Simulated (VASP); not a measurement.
# CoO in VASP: single point with PBEsol

Aim: the single point of CoO with PBEsol.

All numbers are computed with VASP 6.6.1; they aren't measurements. Logs are shortened: lines on timing, memory, paths and dates and some standing lists are left out, and cuts for length are marked.

**1. The cell of the first run**

The cell holds a slab with vacuum, 8 atoms: a = 2.946 Å, b = 2.946 Å, c = 25.420 Å, α = 90.00°, β = 90.00°, γ = 120.00°.

**2. Single point, PBEsol, collinear spin, ferromagnetic start**

Contents of INCAR:

```
SYSTEM = CoO
PREC = Accurate
ENCUT = 520
EDIFF = 1E-6
ISMEAR = 0
SIGMA = 0.1
LREAL = .FALSE.
LASPH = .TRUE.
NELM = 150
ALGO = Normal
ISIF = 2
LWAVE = .FALSE.
LCHARG = .FALSE.
ISPIN = 2
MAGMOM = 0.32 0.32 0.32 0.32 2.57 2.57 2.57 2.57
LORBIT = 11
LMAXMIX = 4
LDIPOL = .TRUE.
IDIPOL = 3
DIPOL = 0.5 0.5 0.500
GGA = PS
NBANDS = 44
```

Contents of KPOINTS:

```
Automatic mesh
0
G
  12 12 1
  0 0 0
```

Contents of POSCAR:

```
CoO
1.0
    2.9464519439      0.0000000000      0.0000000000
   -1.4732259719      2.5517022344      0.0000000000
    0.0000000000      0.0000000000     25.4201877831
O Co
4 4
Direct
    0.3333333333      0.6666666667      0.3343799059
    0.0000000000      0.0000000000      0.4290199597
    0.6666666667      0.3333333333      0.5240996316
    0.3333333333      0.6666666667      0.6213257257
    0.6666666667      0.3333333333      0.3816999328
    0.3333333333      0.6666666667      0.4763399866
    0.0000000000      0.0000000000      0.5702424626
    0.6666666667      0.3333333333      0.6605569266
```

Potentials or basis: VASP PAW PBE potentials, release 64 (O, Co).

Started as:

```
cat potpaw_PBE.64/O/POTCAR potpaw_PBE.64/Co/POTCAR > POTCAR
mpirun -np 1 vasp_std > vasp.out
```

OUTCAR:

```text
SYSTEM = CoO
   PREC = Accurate
   ENCUT = 520
   EDIFF = 1E-6
   ISMEAR = 0
   LREAL = .FALSE.
   LASPH = .TRUE.
   NELM = 150
   ISIF = 2
   ISPIN = 2
   LORBIT = 11
   GGA = PS

 ion  position               nearest neighbor table
   1  0.333  0.667  0.334-   5 2.08   5 2.08   5 2.08
   2  0.000  0.000  0.429-   5 2.08   6 2.08   6 2.08   5 2.08   5 2.08   6 2.08
   3  0.667  0.333  0.524-   7 2.07   7 2.07   7 2.07   6 2.09   6 2.09   6 2.09
   4  0.333  0.667  0.621-   8 1.97   8 1.97   8 1.97   7 2.14   7 2.14   7 2.14
   5  0.667  0.333  0.382-   1 2.08   2 2.08   1 2.08   2 2.08   2 2.08   1 2.08   6 2.95   6 2.95
                             6 2.95
   6  0.333  0.667  0.476-   2 2.08   2 2.08   2 2.08   3 2.09   3 2.09   3 2.09   7 2.93   7 2.93
                             7 2.93   5 2.95   5 2.95   5 2.95
   7  0.000  0.000  0.570-   3 2.07   3 2.07   3 2.07   4 2.14   4 2.14   4 2.14   8 2.86   8 2.86
                             8 2.86   6 2.93   6 2.93   6 2.93
   8  0.667  0.333  0.661-   4 1.97   4 1.97   4 1.97   7 2.86   7 2.86   7 2.86

  LATTYP: Found a hexagonal cell.
 ALAT       =     2.9464519439
 C/A-ratio  =     8.6273892353

  Lattice vectors:

 A1 = (   2.9464519439,   0.0000000000,   0.0000000000)
 A2 = (  -1.4732259719,   2.5517022344,   0.0000000000)
 A3 = (   0.0000000000,   0.0000000000,  25.4201877831)

Analysis of symmetry for initial positions (statically):
=====================================================================
 Subroutine PRICEL returns:
 Original cell was already a primitive cell.

 Routine SETGRP: Setting up the symmetry group for a
 hexagonal supercell.

 Subroutine GETGRP returns: Found  6 space group operations
 (whereof  6 operations were pure point group operations)
 out of a pool of 24 trial point group operations.

The static configuration has the point symmetry C_3v.

Analysis of symmetry for dynamics (positions and initial velocities):
=====================================================================
 Subroutine PRICEL returns:
 Original cell was already a primitive cell.

 Routine SETGRP: Setting up the symmetry group for a
 hexagonal supercell.

 Subroutine GETGRP returns: Found  6 space group operations
 (whereof  6 operations were pure point group operations)
 out of a pool of 24 trial point group operations.

The dynamic configuration has the point symmetry C_3v.

Analysis of structural, dynamic, and magnetic symmetry:
=====================================================================
 Subroutine PRICEL returns:
 Original cell was already a primitive cell.

 Routine SETGRP: Setting up the symmetry group for a
 hexagonal supercell.

 Subroutine GETGRP returns: Found  6 space group operations
 (whereof  6 operations were pure point group operations)
 out of a pool of 24 trial point group operations.

The overall configuration has the point symmetry C_3v.

 Subroutine INISYM returns: Found  6 space group operations
 (whereof  6 operations are pure point group operations),
 and found     1 'primitive' translations

----------------------------------------------------------------------------------------

                                     Primitive cell

  volume of cell :     191.1209

  direct lattice vectors                    reciprocal lattice vectors
     2.946451944  0.000000000  0.000000000     0.339391247  0.195947628  0.000000000
    -1.473225972  2.551702234  0.000000000     0.000000000  0.391895256  0.000000000
     0.000000000  0.000000000 25.420187783     0.000000000  0.000000000  0.039338812

  length of vectors
     2.946451944  2.946451944 25.420187783     0.391895256  0.391895256  0.039338812

  position of ions in fractional coordinates (direct lattice)
     0.333333333  0.666666667  0.334379906
     0.000000000  0.000000000  0.429019960
     0.666666667  0.333333333  0.524099632
     0.333333333  0.666666667  0.621325726
     0.666666667  0.333333333  0.381699933
     0.333333333  0.666666667  0.476339987
     0.000000000  0.000000000  0.570242463
     0.666666667  0.333333333  0.660556927

  ion indices of the primitive-cell ions
   primitive index   ion index
                 1           1
                 2           2
                 3           3
                 4           4
                 5           5
                 6           6
                 7           7
                 8           8

----------------------------------------------------------------------------------------

 KPOINTS: Automatic mesh

Automatic generation of k-mesh.
 Grid dimensions read from file:
 generate k-points for:   12   12    1

 Generating k-lattice:

  Cartesian coordinates                     Fractional coordinates (reciprocal lattice)
     0.028282604  0.016328969  0.000000000     0.083333333  0.000000000  0.000000000
     0.000000000  0.032657938  0.000000000     0.000000000  0.083333333  0.000000000
     0.000000000  0.000000000  0.039338812     0.000000000  0.000000000  1.000000000

  Length of vectors
     0.032657938  0.032657938  0.039338812

  Shift w.r.t. Gamma in fractional coordinates (k-lattice)
     0.000000000  0.000000000  0.000000000

 Subroutine IBZKPT returns following result:
 ===========================================

 Found     19 irreducible k-points:

 Following reciprocal coordinates:
            Coordinates               Weight
  0.000000  0.000000  0.000000      1.000000
  0.083333  0.000000  0.000000      6.000000
  0.166667  0.000000  0.000000      6.000000
  0.250000 -0.000000  0.000000      6.000000
  0.333333  0.000000  0.000000      6.000000
  0.416667  0.000000  0.000000      6.000000
[... 11 lines left out ...]
  0.333333  0.250000  0.000000     12.000000
  0.333333  0.333333  0.000000      2.000000
   k-points           NKPTS =     19   k-points in BZ     NKDIM =     19   number of bands    NBANDS=     44
   number of dos      NEDOS =    301   number of ions     NIONS =      8
   total plane-waves  NPLWV = 110592
   dimension x,y,z NGX =    24 NGY =   24 NGZ =  192
   dimension x,y,z NGXF=    48 NGYF=   48 NGZF=  384
   ions per type =               4   4
   NGX,Y,Z   is equivalent  to a cutoff of  13.54, 13.54, 12.56 a.u.
   NGXF,Y,Z  is equivalent  to a cutoff of  27.08, 27.08, 25.11 a.u.
 SYSTEM =  CoO
   PREC   = accura    normal or accurate (medium, high low for compatibility)
   ISTART =      0    job   : 0-new  1-cont  2-samecut
   ICHARG =      2    charge: 1-file 2-atom 10-const
   ISPIN  =      2    spin polarized calculation?
   LNONCOLLINEAR =      F non collinear calculations
   LSORBIT =      F    spin-orbit coupling
   LASPH  =      T    aspherical Exc in radial PAW
   ENCUT  =  520.0 eV  38.22 Ry    6.18 a.u.   5.48  5.48 47.26*2*pi/ulx,y,z
   NELM   =    150;   NELMIN=  2; NELMDL= -5     # of ELM steps
   EDIFF  = 0.1E-05   stopping-criterion for ELM
   LREAL  =      F    real-space projection
   EDIFFG = 0.1E-04   stopping-criterion for IOM
   NSW    =      0    number of steps for IOM
   IBRION =     -1    ionic relax: 0-MD 1-quasi-New 2-CG
   NFREE  =      0    steps in history (QN), initial steepest desc. (CG)
   ISIF   =      2    stress and relaxation
   ISYM   =      2    0-nonsym 1-usesym 2-fastsym
   POTIM  = 0.5000    time-step for ionic-motion
   TEBEG  =    0.0;   TEEND  =   0.0 temperature during run
   PSTRESS=    0.0 pullay stress
   NELECT =      60.0000    total number of electrons
   NUPDOWN=      -1.0000    fix difference up-down
   EMIN   =  10.00;   EMAX   =-10.00  energy-range for DOS
   EFERMI =   0.00;   METHOD = LEGACY
   ISMEAR =     0;   SIGMA  =   0.10  broadening in eV -4-tet -1-fermi 0-gaus
   EFERMI_NEDOS =   21; number of points for ismear=-14 and -15
   IALGO  =     38    algorithm
   IMIX   =      4    mixing-type and parameters
     AMIX     =   0.40;   BMIX     =  1.00
     AMIX_MAG =   1.60;   BMIX_MAG =  1.00
  volume/ion in A,a.u.               =      23.89       161.22
  Fermi-wavevector in a.u.,A,eV,Ry     =   1.112643  2.102591 16.843668  1.237975
  Thomas-Fermi vector in A             =   2.249219
   LORBIT       =     11    0 simple, 1 ext, 2 COOP (PROOUT), +10 PAW based schemes
   GGA     = PS    functional components
   LHFCALC =     F    Hartree Fock is set to
   AEXX    =    0.0000 exact exchange contribution
   IVDW    =     0    specifies the selected vdW correction
   LEPSILON=     F    determine dielectric tensor
   LRPA    =     F    only Hartree local field effects (RPA)
 spin polarized calculation
 Gauss-broadening in eV      SIGMA  =   0.10
  energy-cutoff  :      520.00
  volume of cell :      191.12
 maximum number of plane-waves:      5255
 NGX is ok and might be reduce to    24
   NGX = 11   NGY = 11   NGZ = 95

 dipolmoment           0.000000      0.000000      0.087297 electrons x Angstroem

 number of electron      59.9999982 magnetization      10.0077534

 number of electron      59.9999983 magnetization       8.1934910

 dipolmoment           0.000000      0.000000     -0.123247 electrons x Angstroem

 Free energy of the ion-electron system (eV)
  ---------------------------------------------------
  ext. energy  EPLUGINS =         0.00000000
  ---------------------------------------------------
  free energy    TOTEN  =       -53.89136260 eV

  energy without entropy =      -53.82649642  energy(sigma->0) =      -53.85892951

 E-fermi :  -0.7612     XC(G=0):  -5.6539

 val. band max:       -0.7688727921   @ k =   0.0000   0.0000   0.0000
 cond. band min:      -0.7592682549   @ k =   0.2500  -0.0000   0.0000
 fundamental gap:      0.0096045372
 Fermi energy:        -0.7611893799

 spin component 1

 k-point     1 :       0.0000    0.0000    0.0000
  band No.  band energies     occupation
      1     -21.6784      1.00000
      2     -21.1709      1.00000
      3     -20.5519      1.00000
      4     -18.3743      1.00000
      5      -9.3225      1.00000
      6      -7.9520      1.00000
[... 34 lines left out ...]
     41       4.4416      0.00000
     42       5.7289      0.00000
[... 768 lines left out ...]
      1     -20.6655      1.00000
      2     -20.1914      1.00000
      3     -19.9866      1.00000
      4     -17.7383      1.00000
      5      -8.6620      1.00000
      6      -8.3020      1.00000
[... 34 lines left out ...]
     41       7.5567      0.00000
     42       8.0687      0.00000
 Fermi energy:        -0.7611893799

 spin component 2

 k-point     1 :       0.0000    0.0000    0.0000
  band No.  band energies     occupation
      1     -21.1737      1.00000
      2     -20.8093      1.00000
      3     -20.1351      1.00000
      4     -18.1929      1.00000
      5      -8.8270      1.00000
      6      -7.5344      1.00000
[... 34 lines left out ...]
     41       4.4113      0.00000
     42       5.6004      0.00000
[... 768 lines left out ...]
      1     -20.0675      1.00000
      2     -19.7638      1.00000
      3     -19.6037      1.00000
      4     -17.5489      1.00000
      5      -8.0313      1.00000
      6      -7.7982      1.00000
[... 34 lines left out ...]
     41       8.3543      0.00000
     42       8.7343      0.00000
 [bands above 42 left out]

------------------------ aborting loop because EDIFF is reached ----------------------------------------

 vacuum level on the upper side and lower side of the slab       (xc-potential included)        -1.532         1.355

  FORCE on cell =-STRESS in cart. coord.  units (eV):
  Direction    XX          YY          ZZ          XY          YZ          ZX
  --------------------------------------------------------------------------------------
  -------------------------------------------------------------------------------------
  Total       -6.0828525     -6.0828525     -6.4295840     -0.0000000      0.0000000      0.0000000
  in kB      -50.9929051    -50.9929051    -53.8995760     -0.0000000      0.0000000      0.0000000
  external PRESSURE =     -51.9617954 kB  Pullay stress =       0.0000000 kB

 VOLUME and BASIS-vectors are now :
 -----------------------------------------------------------------------------
  energy-cutoff  :      520.00
  volume of cell :      191.12
      direct lattice vectors                 reciprocal lattice vectors
     2.946451944  0.000000000  0.000000000     0.339391247  0.195947628  0.000000000
    -1.473225972  2.551702234  0.000000000     0.000000000  0.391895256  0.000000000
     0.000000000  0.000000000 25.420187783     0.000000000  0.000000000  0.039338812

 POSITION                                       TOTAL-FORCE (eV/Angst)
 -----------------------------------------------------------------------------------
     -0.00000      1.70113      8.50000         0.000000      0.000000      4.721817
      0.00000      0.00000     10.90577         0.000000     -0.000000     -0.720139
      1.47323      0.85057     13.32271        -0.000000      0.000000      0.009512
     -0.00000      1.70113     15.79422         0.000000      0.000000      0.044275
      1.47323      0.85057      9.70288        -0.000000      0.000000     -4.111674
     -0.00000      1.70113     12.10865         0.000000      0.000000      0.110981
      0.00000      0.00000     14.49567         0.000000     -0.000000     -0.009263
      1.47323      0.85057     16.79148         0.000000      0.000000     -0.045509
 -----------------------------------------------------------------------------------
    total drift:                                0.000000      0.000000     -0.000830

  FREE ENERGIE OF THE ION-ELECTRON SYSTEM (eV)
  ---------------------------------------------------
  free  energy   TOTEN  =       -53.8913625986 eV

  energy  without entropy=      -53.8264964171  energy(sigma->0) =      -53.85892951

 vacuum level on the upper side and lower side of the slab         4.239         7.198

 total charge

# of ion       s       p       d       tot
------------------------------------------
    1        1.594   3.147   0.000   4.741
    2        1.552   3.404   0.000   4.956
    3        1.550   3.436   0.000   4.985
    4        1.556   3.425   0.000   4.981
    5        0.325   0.401   7.202   7.927
    6        0.313   0.397   7.215   7.924
    7        0.307   0.388   7.231   7.926
    8        0.328   0.371   7.239   7.938
--------------------------------------------------
tot          7.524  14.968  28.886  51.379

 magnetization (x)

# of ion       s       p       d       tot
------------------------------------------
    1        0.001   0.100   0.000   0.100
    2        0.017   0.091   0.000   0.107
    3        0.031   0.272   0.000   0.302
    4        0.028   0.285   0.000   0.314
    5        0.003   0.011   0.140   0.153
    6        0.015   0.012   2.402   2.428
    7        0.022   0.015   2.443   2.479
    8        0.004   0.010   2.218   2.232
--------------------------------------------------
tot          0.119   0.795   7.202   8.116
```

It took 37 min on 1 thread of Intel Xeon 8259CL, shared host; peak memory 0.56 GiB.

Results:

| Quantity | Value |
| --- | --- |
| Free energy | -53.8914 eV |
| Largest force | 4.722 eV/Å |
| Net moment | 8.19 μB per cell |
| Site moments | O +0.10, +0.11, +0.30, +0.31; Co +0.15, +2.43, +2.48, +2.23 μB |
| Valence electrons inside the program's atomic spheres | O 4.74, 4.96, 4.99, 4.98; Co 7.93, 7.92, 7.94 (each value once) |

Forces on the atoms (eV/Å):
```
O    0.000  0.000  4.722
O    0.000  0.000 -0.720
O    0.000  0.000  0.010
O    0.000  0.000  0.044
Co   0.000  0.000 -4.112
Co   0.000  0.000  0.111
Co   0.000  0.000 -0.009
Co   0.000  0.000 -0.046
```

Levels at points of the mesh, in eV from the Fermi level:
Spin up:
| k point | band 30 | band 31 | band 32 | band 33 | band 34 | band 35 | band 36 | band 37 | band 38 | band 39 |
| --- | --- | --- | --- | --- | --- | --- | --- | --- | --- | --- |
| (0.00, 0.00, 0.00) | -0.92 | -0.92 | -0.91 | -0.64 | -0.11 | -0.11 | 1.08 | 1.08 | 2.15 | 3.61 |
| (0.50, 0.00, 0.00) | -1.19 | -0.67 | -0.59 | -0.34 | -0.34 | 0.98 | 1.06 | 4.14 | 4.59 | 6.12 |
Spin down:
| k point | band 22 | band 23 | band 24 | band 25 | band 26 | band 27 | band 28 | band 29 | band 30 | band 31 |
| --- | --- | --- | --- | --- | --- | --- | --- | --- | --- | --- |
| (0.00, 0.00, 0.00) | -0.97 | -0.66 | -0.53 | -0.53 | -0.16 | -0.12 | -0.12 | -0.01 | -0.01 | 0.18 |
| (0.50, 0.00, 0.00) | -0.20 | -0.12 | -0.10 | 0.04 | 0.05 | 0.15 | 0.18 | 0.23 | 0.32 | 0.70 |

Caveat: the PAW data sets were made with another functional, which shifts forces and pressure a little; semilocal functionals often make such compounds metallic where correlation or magnetic order opens a gap, which also shifts bond lengths. With open d or f shells a metallic result of PBEsol can be an artefact of self-interaction; +U or a hybrid may open a gap.
